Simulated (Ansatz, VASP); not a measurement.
# Bi: VASP beside Ansatz

INCAR

```
PREC = Accurate
ENCUT = 520
EDIFF = 1E-7
ISMEAR = -1
SIGMA = 0.1
LREAL = False
LASPH = True
NELM = 80
ALGO = Normal
ISIF = 2
LWAVE = False
LCHARG = False
NBANDS = 30
```

File KPOINTS:

```
Automatic mesh
0
Gamma
  8 8 11
```

The input POSCAR:

```
Bi
1.0
    5.3500864161      0.0000000000      0.0000000000
   -2.6750432081      4.6333107488      0.0000000000
    0.0000000000      0.0000000000      3.1597633533
Bi
3
Direct
    0.0000000000      1.0000000000      0.0000000000
    0.3333333333      0.6666666667      0.5000000000
    0.6666666667      0.3333333333      0.5000000000
```

Input for Ansatz:

```yaml
crystal:
  lattice:
    - [5.3500864161, 0.0, 0.0]
    - [-2.6750432081, 4.6333107488, 0.0]
    - [0.0, 0.0, 3.1597633533]
  atoms:
    - { symbol: Bi, position: [0.0, 1.0, 0.0] }
    - { symbol: Bi, position: [0.3333333333, 0.6666666667, 0.5] }
    - { symbol: Bi, position: [0.6666666667, 0.3333333333, 0.5] }
hamiltonian:
  xc: lda
  pseudopotentials:
    kind: paw
    azcp:
      Bi: "pseudopotentials/Bi.paw.azcp"
basis:
  ecutwfc: 420
  fft_grid_basis: typed
kpoints:
  mp_grid: { grid: [8, 8, 11], shift: [0, 0, 0] }
magnetization:
  spin_polarized: false
scf:
  occupations: { method: fermi_dirac, width: 0.1 }
  lower_state_search: "off"
output:
  stress: true
  write_density: true
  write_potential: true
  elf: true
  volumetric_format: npy
```

Alike in both runs: task single point; functional LDA; k mesh 8 × 8 × 11; occupations fermi-dirac, width 0.1 eV; no spin polarisation.

|  | VASP | Ansatz |
| --- | --- | --- |
| version | VASP 6.6.1 | Ansatz 0.2.0 |
| potentials or method | VASP PAW LDA potentials, release 64 (Bi_d), cutoff 520 eV | plane waves (420 eV) with PAW, scalar-relativistic |
| valence electrons in the cell | 45 | 45 |

|  | VASP | Ansatz | Ansatz less VASP |
| --- | --- | --- | --- |
| pressure (GPa) | 10.7 | 10.6 | -0.17 |
| traceless stress, the component that is largest in VASP (GPa) | 0.48 | 0.50 | +0.019 |

Ansatz warns that its potentials were made for another functional, while VASP's fit it. LDA's correlation is that of Perdew and Zunger in VASP and of Perdew and Wang (1992) in Ansatz.

Neither program's run includes spin-orbit coupling.
